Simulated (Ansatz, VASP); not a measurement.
**One calculation of WS2, two programs**

INCAR

```
SYSTEM = WS2
ALGO = Normal
EDIFF = 1E-6
ENCUT = 520
GGA = CA
ISIF = 2
ISMEAR = -1
LASPH = .True.
LCHARG = .True.
LELF = .True.
LREAL = .False.
LVHAR = .True.
LWAVE = .False.
NBANDS = 20
NELM = 80
PREC = Accurate
SIGMA = 0.05
```

Contents of KPOINTS:

```
k-points
0
Gamma
  10 10 2
  0 0 0
```

File POSCAR:

```
WS2
1.0
    3.2459540962      0.0000000000      0.0000000000
   -1.6229770481      2.8110787067      0.0000000000
    0.0000000000      0.0000000000     17.2830265641
W S
1 2
Direct
    0.0000000000      0.0000000000      0.0000000000
    0.3333333333      0.6666666667      0.0920005100
    0.3333333333      0.6666666667      0.9079994900
```

input.yaml

```yaml
crystal:
  lattice:
    - [3.2459540962, 0.0, 0.0]
    - [-1.6229770481, 2.8110787067, 0.0]
    - [0.0, 0.0, 17.2830265641]
  atoms:
    - { symbol: W, position: [0.0, 0.0, 0.0] }
    - { symbol: S, position: [0.3333333333, 0.6666666667, 0.09200051] }
    - { symbol: S, position: [0.3333333333, 0.6666666667, 0.90799949] }
kpoints:
  mp_grid: { grid: [10, 10, 2] }
scf:
  occupations: { method: fermi_dirac, width: 0.05 }
hamiltonian:
  xc: lda
  pseudopotentials: { kind: all_electron, lapw: { basis_error: 0.002 } }
output:
  forces: true
  stress: true
  eigenvalues: true
```

Change from the starting cell: volume scaled by 1.06.

Alike in both runs: task single point; functional LDA; k mesh 10 × 10 × 2; occupations fermi-dirac, width 0.05 eV; no spin polarisation.

|  | VASP | Ansatz |
| --- | --- | --- |
| version | VASP 6.6.1 | Ansatz 0.2.0 |
| potentials or method | VASP PAW LDA potentials, release 64 (W_sv, S), cutoff 520 eV | all-electron LAPW, scalar-relativistic |

VASP gave:

```
gap on the k mesh at the Fermi level (eV) : 1.82
least direct gap on the mesh (eV)         : 1.98
rms of the force components (eV/Å)        : 0.610
```

Problem. Estimate Ansatz's values.

Solution. gap on the k mesh at the Fermi level (eV): 1.82; least direct gap on the mesh (eV): 1.97; rms of the force components (eV/Å): 0.627.

LDA's correlation is that of Perdew and Zunger in VASP and of Perdew and Wang (1992) in Ansatz. Atom by atom the forces differ by 0.017 eV/Å (rms over components). Ansatz ran all-electron here, and VASP with PAW potentials.

Spin-orbit coupling is off throughout.
